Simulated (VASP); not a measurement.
# CdSe (F-43m) in VASP: a series of runs, part 3 of 3

VASP 6.6.1. Earlier steps stand in the parts before.

**5. Vibrations by perturbation theory, PBEsol**

This run uses another cell than the first one, of 28.13 Å³/atom.

Input file INCAR:

```
SYSTEM = CdSe
ALGO     = Normal         ! electronic algorithm
EDIFF    = 1E-8           ! SCF threshold, eV
ENCUT    = 520            ! plane-wave cutoff, eV
GGA      = PS             ! functional
IBRION   = 8              ! ionic algorithm
ISIF     = 2              ! what is computed and relaxed
ISMEAR   = 0              ! smearing method
LASPH    = .True.         ! aspherical terms in the spheres
LCHARG   = .False.        ! write CHGCAR
LEPSILON = .True.         ! dielectric tensor by DFPT
LREAL    = .False.        ! projectors in reciprocal space
LWAVE    = .False.        ! write WAVECAR
NBANDS   = 16             ! bands
NELM     = 60             ! most SCF steps
NSW      = 1              ! ionic steps
PREC     = Accurate       ! precision mode
SIGMA    = 0.01           ! smearing width, eV
```

Input file KPOINTS:

```
k-points
0
Gamma
  6 6 6
  0 0 0
```

Input file POSCAR:

```
CdSe
1.0
    0.0000000000      3.0413144450      3.0413144450
    3.0413144450      0.0000000000      3.0413144450
    3.0413144450      3.0413144450      0.0000000000
Cd Se
1 1
Direct
    0.0000000000      0.0000000000      0.0000000000
    0.7500000000      0.7500000000      0.7500000000
```

Potentials or basis: VASP PAW PBE potentials, release 64 (Cd, Se).

Run with:

```console
cat potpaw_PBE.64/Cd/POTCAR potpaw_PBE.64/Se/POTCAR > POTCAR
mpirun -np 1 vasp_std > vasp.out
```

OUTCAR:

```text
SYSTEM = CdSe
   EDIFF = 1E-8
   ENCUT = 520
   GGA = PS
   IBRION = 8
   ISIF = 2
   ISMEAR = 0
   LASPH = .True.
   LEPSILON = .True.
   LREAL = .False.
   NELM = 60
   NSW = 1
   PREC = Accurate

 ion  position               nearest neighbor table
   1  0.000  0.000  0.000-   2 2.63   2 2.63   2 2.63   2 2.63
   2  0.750  0.750  0.750-   1 2.63   1 2.63   1 2.63   1 2.63

  LATTYP: Found a face centered cubic cell.
 ALAT       =     6.0826288900

  Lattice vectors:

 A1 = (   0.0000000000,   3.0413144450,   3.0413144450)
 A2 = (   3.0413144450,   0.0000000000,   3.0413144450)
 A3 = (   3.0413144450,   3.0413144450,   0.0000000000)

Analysis of symmetry for initial positions (statically):
=====================================================================
 Subroutine PRICEL returns:
 Original cell was already a primitive cell.

 Routine SETGRP: Setting up the symmetry group for a
 face centered cubic supercell.

 Subroutine GETGRP returns: Found 24 space group operations
 (whereof 24 operations were pure point group operations)
 out of a pool of 48 trial point group operations.

The static configuration has the point symmetry T_d .

Analysis of symmetry for dynamics (positions and initial velocities):
=====================================================================
 Subroutine PRICEL returns:
 Original cell was already a primitive cell.

 Routine SETGRP: Setting up the symmetry group for a
 face centered cubic supercell.
[... 551 lines left out ...]

 PIEZOELECTRIC TENSOR (including local field effects)  for field in x, y, z        (C/m^2)
          XX          YY          ZZ          XY          YZ          ZX
  --------------------------------------------------------------------------------
  x     0.00000     0.00000    -0.00000     0.00000     0.95107     0.00000
  y     0.00000     0.00000     0.00000     0.00000     0.00000     0.95107
  z     0.00000     0.00000     0.00000     0.95107     0.00000     0.00000

 BORN EFFECTIVE CHARGES (including local field effects) (in |e|, cummulative output)
 ---------------------------------------------------------------------------------
 ion    1
    1     2.67394     0.00000     0.00000
    2     0.00000     2.67394     0.00000
    3     0.00000     0.00000     2.67394
 ion    2
    1    -2.67394     0.00000     0.00000
    2     0.00000    -2.67394     0.00000
    3     0.00000     0.00000    -2.67394

 INTERNAL STRAIN TENSOR FOR ION    2 for displacements in x,y,z  (eV/Angst):
          X           Y           Z          XY          YZ          ZX
  --------------------------------------------------------------------------------
  x    -0.00000     0.00000     0.00000     0.00000     6.20161     0.00000
  y    -0.00000     0.00000    -0.00000     0.00000     0.00000     6.20161
  z     0.00000     0.00000     0.00000     6.20161     0.00000     0.00000

 SECOND DERIVATIVES (NOT SYMMETRIZED)
 ------------------------------------
               1X          1Y          1Z          2X          2Y          2Z
  1X    -4.887877    0.000000    0.000000    4.887877    0.000000    0.000000
  1Y     0.000000   -4.887877    0.000000    0.000000    4.887877    0.000000
  1Z     0.000000    0.000000   -4.887877    0.000000    0.000000    4.887877
  2X     4.881119    0.000000    0.000000   -4.881119    0.000000    0.000000
  2Y     0.000000    4.881119    0.000000    0.000000   -4.881119    0.000000
  2Z     0.000000    0.000000    4.881119    0.000000    0.000000   -4.881119

 Eigenvectors and eigenvalues of the dynamical matrix
 ----------------------------------------------------

   1 f  =    5.072996 THz    31.874576 2PiTHz  169.216942 cm-1    20.980217 meV
             X         Y         Z           dx          dy          dz
      0.000000  0.000000  0.000000    -0.642602    0.000000   -0.000000
      4.561972  4.561972  4.561972     0.766200   -0.000000    0.000000
[... 21 lines left out ...]
   6 f/i=    0.001728 THz     0.010856 2PiTHz    0.057635 cm-1     0.007146 meV
             X         Y         Z           dx          dy          dz
      0.000000  0.000000  0.000000    -0.067662   -0.745881   -0.161699
      4.561972  4.561972  4.561972    -0.056747   -0.625560   -0.135615

--------------------------------------------------------------------------------------------------------

 MACROSCOPIC STATIC DIELECTRIC TENSOR IONIC CONTRIBUTION
 ------------------------------------------------------
           4.707979    -0.000000    -0.000000
          -0.000000     4.707979     0.000000
          -0.000000     0.000000     4.707979
 ------------------------------------------------------

 ELASTIC MODULI CONTR FROM IONIC RELAXATION (kBar)
 Direction    XX          YY          ZZ          XY          YZ          ZX
 --------------------------------------------------------------------------------
 XX          -0.0000      0.0000     -0.0000     -0.0000      0.0000      0.0000
 YY           0.0000     -0.0000      0.0000     -0.0000     -0.0000     -0.0000
 ZZ          -0.0000      0.0000     -0.0000      0.0000     -0.0000      0.0000
 XY          -0.0000     -0.0000      0.0000   -228.6004      0.0000     -0.0000
 YZ           0.0000     -0.0000     -0.0000      0.0000   -228.6004      0.0000
 ZX           0.0000     -0.0000      0.0000     -0.0000      0.0000   -228.6004
 --------------------------------------------------------------------------------

 PIEZOELECTRIC TENSOR IONIC CONTR  for field in x, y, z        (C/m^2)
          XX          YY          ZZ          XY          YZ          ZX
  --------------------------------------------------------------------------------
  x     0.00000    -0.00000    -0.00000     0.00000    -0.97618     0.00000
  y     0.00000    -0.00000     0.00000    -0.00000     0.00000    -0.97618
  z    -0.00000    -0.00000     0.00000    -0.97618     0.00000    -0.00000
```

OSZICAR:

```text
N       E                     dE             d eps       ncg     rms          rms(c)
DAV:   1     0.103514691950E+03    0.10351E+03   -0.87137E+03   528   0.100E+03
DAV:   2    -0.269725814207E+01   -0.10621E+03   -0.10049E+03   632   0.246E+02
DAV:   3    -0.653828640957E+01   -0.38410E+01   -0.38360E+01   616   0.478E+01
DAV:   4    -0.655392687462E+01   -0.15640E-01   -0.15640E-01   632   0.310E+00
[... 166 lines left out ...]
RMM:   7    -0.843448521170E-01   -0.10007E-05    0.47454E-08  2465   0.883E-04    0.909E-05
RMM:   8    -0.843447562575E-01    0.95860E-07   -0.16375E-09  2481   0.129E-04    0.599E-05
RMM:   9    -0.843446867727E-01    0.69485E-07   -0.75738E-09  2480   0.826E-05    0.135E-05
RMM:  10    -0.843447540438E-01   -0.67271E-07   -0.27074E-09  2508   0.131E-05    0.915E-06
RMM:  11    -0.843447610526E-01   -0.70088E-08   -0.34813E-09  2317   0.518E-06    0.228E-06
 Linear response finished
```

stdout:

```text
POSCAR found type information on POSCAR CdSe
 POSCAR found :  2 types and       2 ions
 scaLAPACK will be used
 -----------------------------------------------------------------------------
|                                                                             |
|                                                                             |
|     You enforced a specific xc type in the INCAR file but a different       |
[... 39 lines left out ...]
 force on displaced ion       1 direction 1 :  -4.888  -0.000  -0.000
 Born effective charge ion    1 direction 1 :   2.529   0.000   0.000
 Linear response progress:
 first order change of Fermi-energy   0.40015E-03
 force on displaced ion       2 direction 1 :  -4.881  -0.000  -0.000
 Born effective charge ion    2 direction 1 :  -2.818   0.000   0.000
 Born effective charges drift removed
 Linear response finished
```

It took 14 min on 1 thread of Intel Xeon 8259CL, shared host; peak memory 0.27 GiB.

Results:

| Property | Result |
| --- | --- |
| Electronic dielectric tensor (diagonal) | 27.28 |
| Born charges (mean of the diagonal) | Cd +2.67; Se -2.67 e |
| Highest phonon frequency at Γ, LO-TO splitting left out | 169 cm⁻¹ |

Phonon frequencies in cm⁻¹ (negative: imaginary):
| q point | frequencies |
| --- | --- |
| (0.000, 0.000, 0.000) | 0 0 0 169 169 169 |

Electronic dielectric tensor:
```
27.28  0.00  0.00
 0.00 27.28  0.00
 0.00  0.00 27.28
```

Born effective charge tensors (e):
atom 1, Cd
```
2.67 0.00 0.00
0.00 2.67 0.00
0.00 0.00 2.67
```
atom 2, Se
```
-2.67  0.00  0.00
 0.00 -2.67  0.00
 0.00  0.00 -2.67
```

Caveat: the PAW data sets were made with another functional, which shifts forces and pressure a little.
